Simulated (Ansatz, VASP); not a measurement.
HfSi2B4 in VASP and in Ansatz

File INCAR:

```
  PREC = Accurate
  ENCUT = 600
  EDIFF = 1E-6
  ISMEAR = 0
  SIGMA = 0.2
  LREAL = F
  LASPH = T
  NELM = 80
  ALGO = Normal
  ISIF = 3
  LWAVE = F
  LCHARG = F
  GGA = PE
  IBRION = 2
  NSW = 36
  EDIFFG = -0.08
```

Contents of KPOINTS:

```
regular mesh
0
Gamma
  5 4 3
```

File POSCAR:

```
HfSi2B4
1.0
    3.0519852900      0.0000000000      0.0000000000
    0.0000000000      4.5362484100      0.0000000000
    0.0000000000      0.0000000000      5.9097180600
Hf Si B
1 2 4
Direct
    0.5000000000      0.0000000000      0.0000000000
    0.5000000000      0.2723940800      0.5000000000
    0.5000000000      0.7276059200      0.5000000000
    0.0000000000      0.3308729000      0.2395788600
    0.0000000000      0.6691271000      0.2395788600
    0.0000000000      0.6691271000      0.7604211400
    0.0000000000      0.3308729000      0.7604211400
```

Input for Ansatz:

```yaml
crystal:
  lattice:
    - [3.05198529, 0.0, 0.0]
    - [0.0, 4.53624841, 0.0]
    - [0.0, 0.0, 5.90971806]
  atoms:
    - { symbol: Hf, position: [0.5, 0.0, 0.0] }
    - { symbol: Si, position: [0.5, 0.27239408, 0.5] }
    - { symbol: Si, position: [0.5, 0.72760592, 0.5] }
    - { symbol: B, position: [0.0, 0.3308729, 0.23957886] }
    - { symbol: B, position: [0.0, 0.6691271, 0.23957886] }
    - { symbol: B, position: [0.0, 0.6691271, 0.76042114] }
    - { symbol: B, position: [0.0, 0.3308729, 0.76042114] }
basis:
  ecutwfc: 420
kpoints:
  mp_grid: { grid: [5, 4, 3] }
hamiltonian:
  xc: pbe
scf:
  occupations: { method: gaussian, width: 0.2 }
  lower_state_search: "off"
output:
  forces: true
  stress: true
  eigenvalues: true
relax:
  adjacent_minimum: "off"
  f_tol: 0.08
  max_steps: 16
  cell: { stress_tol: 0.8 }
```

Alike in both runs: task relaxation of cell and atoms; functional PBE; k mesh 5 × 4 × 3; occupations gaussian, width 0.2 eV; no spin polarisation.

|  | VASP | Ansatz |
| --- | --- | --- |
| version | VASP 6.6.1 | Ansatz 0.2.0 |
| potentials or method | VASP PAW PBE potentials, release 64 (Hf_pv, Si, B), cutoff 600 eV | scalar-relativistic, plane waves, PAW |
| valence electrons in the cell | 30 | 46 |

Ansatz gave:

* gap on the k mesh at the Fermi level, each at its own relaxed structure (eV): none
* relaxed volume (Å³/atom): 11.01
* relaxed length of the cell vector where the two differ most in proportion (Å): 3.178

**Question.** What did VASP give for the same quantities?

**Answer.** gap on the k mesh at the Fermi level, each at its own relaxed structure (eV): none; relaxed volume (Å³/atom): 11.00; relaxed length of the cell vector where the two differ most in proportion (Å): 3.137.

A gap of «none» marks a metal or a gap that the smearing closes. VASP's potentials hold 30 valence electrons a cell and Ansatz's 46, so a difference there can come from the potentials and not from the codes.

The k mesh is coarse, so the values compare programs but aren't converged. Spin-orbit coupling is off throughout.
